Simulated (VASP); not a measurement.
# CaS (Oldhamite) (Fm-3m) in VASP: a series of runs

Runs on CaS (Oldhamite). Level: PBEsol. Tasks: relaxation of cell and atoms.

Everything below comes from runs of VASP 6.6.1. Logs are shortened: lines on timing, memory, paths and dates and some standing lists are left out, and cuts for length are marked.

## 1. The cell of the first run

Symmetry: Fm-3m, No. 225, cubic system. The conventional cell has a = 5.634 Å, b = 5.634 Å, c = 5.634 Å, α = 90.00°, β = 90.00°, γ = 90.00°. Ca (site symmetry m-3m) has 6 S at 2.82 Å within 3.7 Å. Within 3.7 Å of S (site symmetry m-3m) lie 6 Ca at 2.82 Å.

## 2. Relaxation of cell and atoms, PBEsol, target pressure 2 GPa, at which the enthalpy is minimised

File INCAR:

```
SYSTEM = CaS
ALGO     = Normal         ! electronic algorithm
EDIFF    = 1E-7           ! SCF threshold, eV
EDIFFG   = -0.002         ! ionic threshold
ENCUT    = 500            ! plane-wave cutoff, eV
GGA      = PS             ! functional
GGA_COMPAT= .FALSE.      
IBRION   = 2              ! ionic algorithm
ISIF     = 3              ! what is computed and relaxed
ISMEAR   = 0              ! smearing method
LASPH    = .TRUE.         ! aspherical terms in the spheres
LCHARG   = .FALSE.        ! write CHGCAR
LREAL    = .FALSE.        ! projectors in reciprocal space
LWAVE    = .FALSE.        ! write WAVECAR
NELM     = 120            ! most SCF steps
NELMIN   = 4            
NSW      = 100            ! ionic steps
PREC     = Accurate       ! precision mode
PSTRESS  = 20.0         
SIGMA    = 0.01           ! smearing width, eV
```

File KPOINTS:

```
k-points
0
G
  8 8 8
  0 0 0
```

File POSCAR:

```
CaS
1.0
    0.0000000000      2.8171705071      2.8171705071
    2.8171705071      0.0000000000      2.8171705071
    2.8171705071      2.8171705071      0.0000000000
Ca S
1 1
Direct
    0.0000000000      0.0000000000      0.0000000000
    0.5000000000      0.5000000000      0.5000000000
```

Potentials or basis: VASP PAW PBE potentials, release 64 (Ca_sv, S).

The run is started by

```sh
cat potpaw_PBE.64/Ca_sv/POTCAR potpaw_PBE.64/S/POTCAR > POTCAR
mpirun -np 1 vasp_std > vasp.out
```

OUTCAR:

```text
SYSTEM = CaS
   EDIFF = 1E-7
   EDIFFG = -0.002
   ENCUT = 500
   GGA = PS
   IBRION = 2
   ISIF = 3
   ISMEAR = 0
   LASPH = .TRUE.
   LREAL = .FALSE.
   NELM = 120
   NELMIN = 4
   NSW = 100
   PREC = Accurate
   PSTRESS = 20.0

 ion  position               nearest neighbor table
   1  0.000  0.000  0.000-   2 2.82   2 2.82   2 2.82   2 2.82   2 2.82   2 2.82
   2  0.500  0.500  0.500-   1 2.82   1 2.82   1 2.82   1 2.82   1 2.82   1 2.82

  LATTYP: Found a face centered cubic cell.
 ALAT       =     5.6343410142

  Lattice vectors:

 A1 = (   0.0000000000,   2.8171705071,   2.8171705071)
 A2 = (   2.8171705071,   0.0000000000,   2.8171705071)
 A3 = (   2.8171705071,   2.8171705071,   0.0000000000)

Analysis of symmetry for initial positions (statically):
=====================================================================
 Subroutine PRICEL returns:
 Original cell was already a primitive cell.

 Routine SETGRP: Setting up the symmetry group for a
 face centered cubic supercell.

 Subroutine GETGRP returns: Found 48 space group operations
 (whereof 48 operations were pure point group operations)
 out of a pool of 48 trial point group operations.

The static configuration has the point symmetry O_h .

Analysis of symmetry for dynamics (positions and initial velocities):
=====================================================================
 Subroutine PRICEL returns:
 Original cell was already a primitive cell.

 Routine SETGRP: Setting up the symmetry group for a
 face centered cubic supercell.

 Subroutine GETGRP returns: Found 48 space group operations
 (whereof 48 operations were pure point group operations)
 out of a pool of 48 trial point group operations.

The dynamic configuration has the point symmetry O_h .

 Subroutine INISYM returns: Found 48 space group operations
 (whereof 48 operations are pure point group operations),
 and found     1 'primitive' translations

----------------------------------------------------------------------------------------

                                     Primitive cell

  volume of cell :      44.7167

  direct lattice vectors                    reciprocal lattice vectors
     0.000000000  2.817170507  2.817170507    -0.177483045  0.177483045  0.177483045
     2.817170507  0.000000000  2.817170507     0.177483045 -0.177483045  0.177483045
     2.817170507  2.817170507  0.000000000     0.177483045  0.177483045 -0.177483045

  length of vectors
     3.984080739  3.984080739  3.984080739     0.307409651  0.307409651  0.307409651

  position of ions in fractional coordinates (direct lattice)
     0.000000000  0.000000000  0.000000000
     0.500000000  0.500000000  0.500000000

  ion indices of the primitive-cell ions
   primitive index   ion index
                 1           1
                 2           2

----------------------------------------------------------------------------------------

 KPOINTS: k-points

Automatic generation of k-mesh.
 Grid dimensions read from file:
 generate k-points for:    8    8    8

 Generating k-lattice:

  Cartesian coordinates                     Fractional coordinates (reciprocal lattice)
    -0.022185381  0.022185381  0.022185381     0.125000000  0.000000000  0.000000000
     0.022185381 -0.022185381  0.022185381     0.000000000  0.125000000  0.000000000
     0.022185381  0.022185381 -0.022185381     0.000000000  0.000000000  0.125000000

  Length of vectors
     0.038426206  0.038426206  0.038426206

  Shift w.r.t. Gamma in fractional coordinates (k-lattice)
     0.000000000  0.000000000  0.000000000

 Subroutine IBZKPT returns following result:
 ===========================================

 Found     29 irreducible k-points:

 Following reciprocal coordinates:
            Coordinates               Weight
  0.000000  0.000000  0.000000      1.000000
  0.125000  0.000000  0.000000      8.000000
  0.250000  0.000000  0.000000      8.000000
  0.375000  0.000000  0.000000      8.000000
  0.500000  0.000000  0.000000      4.000000
  0.125000  0.125000  0.000000      6.000000
[... 16 lines left out ...]
  0.500000  0.250000  0.125000     48.000000
 -0.375000  0.250000  0.125000     24.000000
 [... further k-points ...]
   k-points           NKPTS =     29   k-points in BZ     NKDIM =     29   number of bands    NBANDS=     12
   number of dos      NEDOS =    301   number of ions     NIONS =      2
   total plane-waves  NPLWV =  27000
   dimension x,y,z NGX =    30 NGY =   30 NGZ =   30
   dimension x,y,z NGXF=    60 NGYF=   60 NGZF=   60
   ions per type =               1   1
   NGX,Y,Z   is equivalent  to a cutoff of  12.52, 12.52, 12.52 a.u.
   NGXF,Y,Z  is equivalent  to a cutoff of  25.04, 25.04, 25.04 a.u.
 SYSTEM =  CaS
   PREC   = accura    normal or accurate (medium, high low for compatibility)
   ISTART =      0    job   : 0-new  1-cont  2-samecut
   ICHARG =      2    charge: 1-file 2-atom 10-const
   ISPIN  =      1    spin polarized calculation?
   LNONCOLLINEAR =      F non collinear calculations
   LSORBIT =      F    spin-orbit coupling
   LASPH  =      T    aspherical Exc in radial PAW
   ENCUT  =  500.0 eV  36.75 Ry    6.06 a.u.   7.26  7.26  7.26*2*pi/ulx,y,z
   NELM   =    120;   NELMIN=  4; NELMDL= -5     # of ELM steps
   EDIFF  = 0.1E-06   stopping-criterion for ELM
   LREAL  =      F    real-space projection
   EDIFFG = -.2E-02   stopping-criterion for IOM
   NSW    =    100    number of steps for IOM
   IBRION =      2    ionic relax: 0-MD 1-quasi-New 2-CG
   NFREE  =      1    steps in history (QN), initial steepest desc. (CG)
   ISIF   =      3    stress and relaxation
   ISYM   =      2    0-nonsym 1-usesym 2-fastsym
   POTIM  = 0.5000    time-step for ionic-motion
   TEBEG  =    0.0;   TEEND  =   0.0 temperature during run
   PSTRESS=   20.0 pullay stress
   NELECT =      16.0000    total number of electrons
   NUPDOWN=      -1.0000    fix difference up-down
   EMIN   =  10.00;   EMAX   =-10.00  energy-range for DOS
   EFERMI =   0.00;   METHOD = LEGACY
   ISMEAR =     0;   SIGMA  =   0.01  broadening in eV -4-tet -1-fermi 0-gaus
   EFERMI_NEDOS =   21; number of points for ismear=-14 and -15
   IALGO  =     38    algorithm
   IMIX   =      4    mixing-type and parameters
     AMIX     =   0.40;   BMIX     =  1.00
     AMIX_MAG =   1.60;   BMIX_MAG =  1.00
  volume/ion in A,a.u.               =      22.36       150.88
  Fermi-wavevector in a.u.,A,eV,Ry     =   1.162229  2.196294 18.378425  1.350776
  Thomas-Fermi vector in A             =   2.298792
   LORBIT       =      0    0 simple, 1 ext, 2 COOP (PROOUT), +10 PAW based schemes
   GGA     = PS    functional components
   LHFCALC =     F    Hartree Fock is set to
   AEXX    =    0.0000 exact exchange contribution
   IVDW    =     0    specifies the selected vdW correction
   LEPSILON=     F    determine dielectric tensor
   LRPA    =     F    only Hartree local field effects (RPA)
 conjugate gradient relaxation of ions
 non-spin polarized calculation
 Gauss-broadening in eV      SIGMA  =   0.01
  energy-cutoff  :      500.00
  volume of cell :       44.72
 maximum number of plane-waves:      1158
 NGX is ok and might be reduce to    30
   NGX = 15   NGY = 15   NGZ = 15

--------------------------------------- Ionic step        1  -------------------------------------------

 number of electron      16.0000000 magnetization

 Free energy of the ion-electron system (eV)
  ---------------------------------------------------
  ext. energy  EPLUGINS =         0.00000000
  ---------------------------------------------------
  free energy    TOTEN  =       -10.91599825 eV

  energy without entropy =      -10.91599825  energy(sigma->0) =      -10.91599825

------------------------ aborting loop because EDIFF is reached ----------------------------------------

  FORCE on cell =-STRESS in cart. coord.  units (eV):
  Direction    XX          YY          ZZ          XY          YZ          ZX
  --------------------------------------------------------------------------------------
  -------------------------------------------------------------------------------------
  Total        0.0418347      0.0418347      0.0418347      0.0000000     -0.0000000      0.0000000
  in kB        1.4989176      1.4989176      1.4989176      0.0000000     -0.0000000      0.0000000
  external PRESSURE =     -18.5010824 kB  Pullay stress =      20.0000000 kB

 VOLUME and BASIS-vectors are now :
 -----------------------------------------------------------------------------
  energy-cutoff  :      500.00
  volume of cell :       44.72
      direct lattice vectors                 reciprocal lattice vectors
     0.000000000  2.817170507  2.817170507    -0.177483045  0.177483045  0.177483045
     2.817170507  0.000000000  2.817170507     0.177483045 -0.177483045  0.177483045
     2.817170507  2.817170507  0.000000000     0.177483045  0.177483045 -0.177483045
[... 46 lines left out ...]
  FREE ENERGIE OF THE ION-ELECTRON SYSTEM (eV)
  ---------------------------------------------------
  free  energy   TOTEN  =       -10.9018325143 eV

  energy  without entropy=      -10.9018325143  energy(sigma->0) =      -10.90183251

  enthalpy is  TOTEN    =       -10.3642328558 eV   P V=        0.5375996585

--------------------------------------- Ionic step        3  -------------------------------------------

 number of electron      15.9999997 magnetization

 Free energy of the ion-electron system (eV)
  ---------------------------------------------------
  ext. energy  EPLUGINS =         0.00000000
  ---------------------------------------------------
  free energy    TOTEN  =       -10.90787054 eV

  energy without entropy =      -10.90787054  energy(sigma->0) =      -10.90787054

 E-fermi :   3.1968     XC(G=0):  -9.7704

 val. band max:        3.0921460670   @ k =   0.0000   0.0000   0.0000
 cond. band min:       5.1705118329   @ k =   0.5000   0.5000   0.0000
 fundamental gap:      2.0783657659
 Fermi energy:         3.1967895470

 k-point     1 :       0.0000    0.0000    0.0000
  band No.  band energies     occupation
      1     -35.7039      2.00000
      2     -16.7741      2.00000
      3     -16.7741      2.00000
      4     -16.7741      2.00000
      5      -8.4464      2.00000
      6       3.0921      2.00000
      7       3.0921      2.00000
      8       3.0921      2.00000
      9       7.1523      0.00000
     10       7.1523      0.00000
     11       7.1523      0.00000
     12       7.4446      0.00000

 k-point     2 :       0.1250    0.0000    0.0000
  band No.  band energies     occupation
      1     -35.7015      2.00000
      2     -16.8091      2.00000
      3     -16.7766      2.00000
      4     -16.7766      2.00000
      5      -8.3180      2.00000
      6       2.3706      2.00000
      7       2.8303      2.00000
      8       2.8303      2.00000
      9       7.1778      0.00000
     10       7.4046      0.00000
     11       7.4046      0.00000
     12       8.2296      0.00000
[... 316 lines left out ...]
 k-point    24 :      -0.3750    0.2500    0.1250
  band No.  band energies     occupation
      1     -35.6849      2.00000
      2     -16.9600      2.00000
      3     -16.8403      2.00000
      4     -16.8087      2.00000
      5      -7.5312      2.00000
      6       0.2210      2.00000
      7       1.4398      2.00000
      8       1.7893      2.00000
      9       8.0607      0.00000
     10       8.4182      0.00000
     11       9.7083      0.00000
     12      10.0766      0.00000

 [... further k-points ...]
[... 5 lines left out ...]
  --------------------------------------------------------------------------------------
  -------------------------------------------------------------------------------------
  Total        0.5436967      0.5436967      0.5436967     -0.0000000      0.0000000      0.0000000
  in kB       20.0344479     20.0344479     20.0344479     -0.0000000      0.0000000      0.0000000
  external PRESSURE =       0.0344479 kB  Pullay stress =      20.0000000 kB

 VOLUME and BASIS-vectors are now :
 -----------------------------------------------------------------------------
  energy-cutoff  :      500.00
  volume of cell :       43.48
      direct lattice vectors                 reciprocal lattice vectors
     0.000000000  2.790957973  2.790957973    -0.179149957  0.179149957  0.179149957
     2.790957973 -0.000000000  2.790957973     0.179149957 -0.179149957  0.179149957
     2.790957973  2.790957973 -0.000000000     0.179149957  0.179149957 -0.179149957

 POSITION                                       TOTAL-FORCE (eV/Angst)
 -----------------------------------------------------------------------------------
      0.00000      0.00000      0.00000         0.000000     -0.000000      0.000000
      2.79096      2.79096      2.79096        -0.000000      0.000000     -0.000000
 -----------------------------------------------------------------------------------
    total drift:                               -0.000000      0.000000      0.000000

  FREE ENERGIE OF THE ION-ELECTRON SYSTEM (eV)
  ---------------------------------------------------
  free  energy   TOTEN  =       -10.9078705423 eV

  energy  without entropy=      -10.9078705423  energy(sigma->0) =      -10.90787054

  enthalpy is  TOTEN    =       -10.3651087106 eV   P V=        0.5427618317

 reached required accuracy - stopping structural energy minimisation
```

It took 94 s on 1 thread of Intel Xeon 8259CL, shared host; peak memory 0.18 GiB.

What came out:

```
Free energy                                            : -10.9079 eV
Relaxed volume                                         : 21.74 Å³/atom
Relaxed cell                                           : a = 3.947 Å, b = 3.947 Å, c = 3.947 Å, α = 60.00°, β = 60.00°, γ = 60.00°
Space group after relaxing (to 0.05 Å)                 : Fm-3m (No. 225)
Energy change on relaxing (the enthalpy is what falls) : +4.1 meV/atom
Ionic steps                                            : 3
Pressure after relaxing                                : 2.0 GPa
Band gap on the k mesh                                 : 2.08 eV, indirect (least direct gap 2.94 eV)
```

Step by step:
```tsv
step	energy change (eV)	largest force (eV/Å)	pressure (GPa)	volume (Å³)
1	0.0000	0.0000	0.15	44.72
2	0.0142	0.0000	2.68	43.07
3	0.0081	0.0000	2.00	43.48
```

Final structure:
```
Ca S
1.0
     0.00000    2.79096    2.79096
     2.79096    0.00000    2.79096
     2.79096    2.79096    0.00000
Ca S
1 1
Direct
  0.00000 0.00000 0.00000
  0.50000 0.50000 0.50000
```

Levels at points of the mesh, in eV from the valence-band top:
| k point | band 5 | band 6 | band 7 | band 8 | band 9 | band 10 | band 11 | band 12 |
| --- | --- | --- | --- | --- | --- | --- | --- | --- |
| (0.00, 0.00, 0.00) | -11.54 | 0.00 | 0.00 | 0.00 | 4.06 | 4.06 | 4.06 | 4.35 |
| (0.50, 0.00, 0.00) | -10.57 | -3.38 | -1.31 | -1.31 | 5.17 | 6.21 | 6.35 | 6.35 |
| (0.50, 0.50, 0.00) | -10.83 | -2.45 | -0.86 | -0.86 | 2.08 | 5.69 | 6.19 | 7.01 |

Caveat: the cell is relaxed towards a set pressure, so the enthalpy falls and the energy may rise; the PAW data sets were made with another functional, which shifts forces and pressure a little.

## 3. Relaxation of cell and atoms, PBEsol, target pressure 4 GPa, at which the enthalpy is minimised

File INCAR:

```
PREC = Accurate
ENCUT = 500
EDIFF = 1E-7
ISMEAR = 0
SIGMA = 0.01
LREAL = F
LASPH = T
NELM = 120
ALGO = Normal
ISIF = 3
LWAVE = F
LCHARG = F
GGA = PS
IBRION = 2
NSW = 100
EDIFFG = -0.002
PSTRESS = 40.0
GGA_COMPAT = F
NELMIN = 4
```

File KPOINTS:

```
Automatic mesh
0
Gamma
  8 8 8
```

POSCAR is that of step 2.

Potentials or basis: VASP PAW PBE potentials, release 64 (Ca_sv, S).

The run is started by

```sh
cat potpaw_PBE.64/Ca_sv/POTCAR potpaw_PBE.64/S/POTCAR > POTCAR
mpirun -np 1 vasp_std > vasp.out
```

It took 99 s on 1 thread of Intel Xeon 8259CL, shared host; peak memory 0.18 GiB.

It converged, with:

```
Free energy                                            : -10.8863 eV
Relaxed volume                                         : 21.16 Å³/atom
Relaxed cell                                           : a = 3.912 Å, b = 3.912 Å, c = 3.912 Å, α = 60.00°, β = 60.00°, γ = 60.00°
Space group after relaxing (to 0.05 Å)                 : Fm-3m (No. 225)
Energy change on relaxing (the enthalpy is what falls) : +14.9 meV/atom
Ionic steps                                            : 3
Pressure after relaxing                                : 4.0 GPa
Band gap on the k mesh                                 : 2.00 eV, indirect (least direct gap 2.88 eV)
```

Step by step:
```
step  energy change (eV)  largest force (eV/Å)  pressure (GPa)  volume (Å³)
   1              0.0000                0.0000            0.15        44.72
   2              0.0603                0.0000            5.93        41.33
   3              0.0297                0.0000            4.00        42.32
```

Final structure:
```
CELL_PARAMETERS angstrom
0.00000 2.76588 2.76588
2.76588 0.00000 2.76588
2.76588 2.76588 0.00000
ATOMIC_POSITIONS crystal
Ca 0.00000 0.00000 0.00000
S 0.50000 0.50000 0.50000
```

Levels at points of the mesh, in eV from the valence-band top:
```
           k point  band 5  band 6  band 7  band 8  band 9  band 10  band 11  band 12
(0.00, 0.00, 0.00)  -11.64    0.00    0.00    0.00    4.04     4.04     4.04     4.53
(0.50, 0.00, 0.00)  -10.59   -3.48   -1.37   -1.37    5.22     6.30     6.42     6.42
(0.50, 0.50, 0.00)  -10.90   -2.50   -0.88   -0.88    2.00     5.73     6.32     7.11
```

Caveat: the cell is relaxed towards a set pressure, so the enthalpy falls and the energy may rise; the PAW data sets were made with another functional, which shifts forces and pressure a little. A k mesh can miss the band edges.

## 4. Relaxation of cell and atoms, PBEsol, target pressure 7 GPa, at which the enthalpy is minimised

File INCAR:

```
  PREC = Accurate
  ENCUT = 500
  EDIFF = 1E-7
  ISMEAR = 0
  SIGMA = 0.01
  LREAL = F
  LASPH = T
  NELM = 120
  ALGO = Normal
  ISIF = 3
  LWAVE = F
  LCHARG = F
  GGA = PS
  IBRION = 2
  NSW = 100
  EDIFFG = -0.002
  PSTRESS = 70.0
  GGA_COMPAT = F
  NELMIN = 4
```

KPOINTS is that of step 3.

POSCAR is that of step 3.

The run is started by

```sh
cat potpaw_PBE.64/Ca_sv/POTCAR potpaw_PBE.64/S/POTCAR > POTCAR
mpirun -np 1 vasp_std > vasp.out
```

It took 96 s on 1 thread of Intel Xeon 8259CL, shared host; peak memory 0.18 GiB.

It converged, with:

| Item | Value |
| --- | --- |
| Free energy | -10.8358 eV |
| Relaxed volume | 20.42 Å³/atom |
| Relaxed cell | a = 3.865 Å, b = 3.865 Å, c = 3.865 Å, α = 60.00°, β = 60.00°, γ = 60.00° |
| Space group after relaxing (to 0.05 Å) | Fm-3m (No. 225) |
| Energy change on relaxing (the enthalpy is what falls) | +40.1 meV/atom |
| Ionic steps | 3 |
| Pressure after relaxing | 7.0 GPa |
| Band gap on the k mesh | 1.89 eV, indirect (least direct gap 2.79 eV) |

Step by step:
| step | energy change (eV) | largest force (eV/Å) | pressure (GPa) | volume (Å³) |
| --- | --- | --- | --- | --- |
| 1 | 0.0000 | 0.0000 | 0.15 | 44.72 |
| 2 | 0.1987 | 0.0000 | 11.99 | 38.81 |
| 3 | 0.0802 | 0.0000 | 6.98 | 40.84 |

Final structure:
```
Ca S
1.0
     0.00000    2.73319    2.73319
     2.73319    0.00000    2.73319
     2.73319    2.73319    0.00000
Ca S
1 1
Direct
  0.00000 0.00000 0.00000
  0.50000 0.50000 0.50000
```

Levels at points of the mesh, in eV from the valence-band top:
```tsv
k point	band 4	band 5	band 6	band 7	band 8	band 9	band 10	band 11	band 12
(0.00, 0.00, 0.00)	-19.68	-11.77	0.00	0.00	0.00	4.01	4.01	4.01	4.78
(0.50, 0.00, 0.00)	-19.70	-10.63	-3.62	-1.46	-1.46	5.29	6.41	6.52	6.52
(0.50, 0.50, 0.00)	-19.77	-11.00	-2.57	-0.91	-0.91	1.89	5.78	6.50	7.25
```

Caveat: the cell is relaxed towards a set pressure, so the enthalpy falls and the energy may rise; the PAW data sets were made with another functional, which shifts forces and pressure a little. PBEsol gaps usually lie below the measured ones, often by a third to a half.

[end of part 1 of 3]
